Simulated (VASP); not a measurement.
**CoSi2: single point with PBE**

CoSi2:

```
Co Si
1.0
     0.00000    2.67982   -2.67982
     0.00000    2.67982    2.67982
     5.35964    0.00000    0.00000
Co Si
2 4
Direct
  0.00000 0.00000 0.00000
  0.50000 0.50000 0.50000
  0.00000 0.50000 0.25000
  0.00000 0.50000 0.75000
  0.50000 0.00000 0.75000
  0.50000 0.00000 0.25000
```

```
Program                : VASP 6.6.1
Task                   : single point
Functional             : PBE
Potentials or basis    : VASP PAW PBE potentials, release 64 (Co, Si)
Cutoff                 : 520 eV
k mesh                 : 8 × 8 × 6
Occupations            : gaussian, width 0.05 eV
Spin                   : collinear spin, antiferromagnetic start
Starting moments       : [1.5, -1.5, 0.0, 0.0, 0.0, 0.0] μB
Dipole correction      : no
Further INCAR settings : ALGO = Normal; EDIFF = 1e-06; NBANDS = 30
```

- Pressure: -0.2 GPa
- Band gap on the k mesh: zero (filled and empty bands overlap)
- Net moment: 0.00 μB per cell
- Valence electrons inside the program's atomic spheres: Co 8.85; Si 1.59

Stress tensor (GPa, compression positive):
```
-0.61  0.00  0.00
 0.00  0.01  0.00
 0.00  0.00  0.01
```

Levels at points of the mesh, in eV from the Fermi level:
Spin up:
```csv
k point,band 14,band 15,band 16,band 17,band 18,band 19,band 20,band 21
"(0.00, 0.00, 0.00)",-1.85,-1.28,0.78,1.61,2.97,3.44,3.44,3.45
"(0.50, 0.00, 0.00)",-1.47,-1.04,-1.03,0.32,0.32,2.53,2.53,4.20
"(0.50, 0.50, 0.00)",-1.90,-1.86,-1.86,-1.28,-1.28,1.61,1.61,2.97
"(0.00, 0.00, 0.50)",-0.27,-0.27,-0.27,-0.20,-0.20,1.43,1.43,3.29
"(0.50, 0.00, 0.50)",-1.57,-0.43,-0.43,-0.43,-0.43,2.73,2.73,3.44
"(0.50, 0.50, 0.50)",-1.90,-1.40,-1.40,-0.63,-0.63,3.66,3.66,3.66
```
Spin down:
| k point | band 13 | band 14 | band 15 | band 16 | band 17 | band 18 | band 19 | band 20 | band 21 | band 22 |
| --- | --- | --- | --- | --- | --- | --- | --- | --- | --- | --- |
| (0.00, 0.00, 0.00) | -1.86 | -1.85 | -1.28 | 0.78 | 1.61 | 2.97 | 3.44 | 3.44 | 3.45 | 3.49 |
| (0.50, 0.00, 0.00) | -1.47 | -1.47 | -1.04 | -1.03 | 0.32 | 0.32 | 2.53 | 2.53 | 4.20 | 4.20 |
| (0.50, 0.50, 0.00) | -1.90 | -1.90 | -1.86 | -1.86 | -1.28 | -1.28 | 1.61 | 1.61 | 2.97 | 2.97 |
| (0.00, 0.00, 0.50) | -0.27 | -0.27 | -0.27 | -0.27 | -0.20 | -0.20 | 1.43 | 1.43 | 3.29 | 3.29 |
| (0.50, 0.00, 0.50) | -1.57 | -1.57 | -0.43 | -0.43 | -0.43 | -0.43 | 2.73 | 2.73 | 3.44 | 3.44 |
| (0.50, 0.50, 0.50) | -1.90 | -1.90 | -1.40 | -1.40 | -0.63 | -0.63 | 3.66 | 3.66 | 3.66 | 3.66 |

Run time: 5.5 min on 1 thread of AMD EPYC 7R13, on a shared host, peak memory 0.3 GiB.

Caveat: the moments typed at the start vanished in this run.
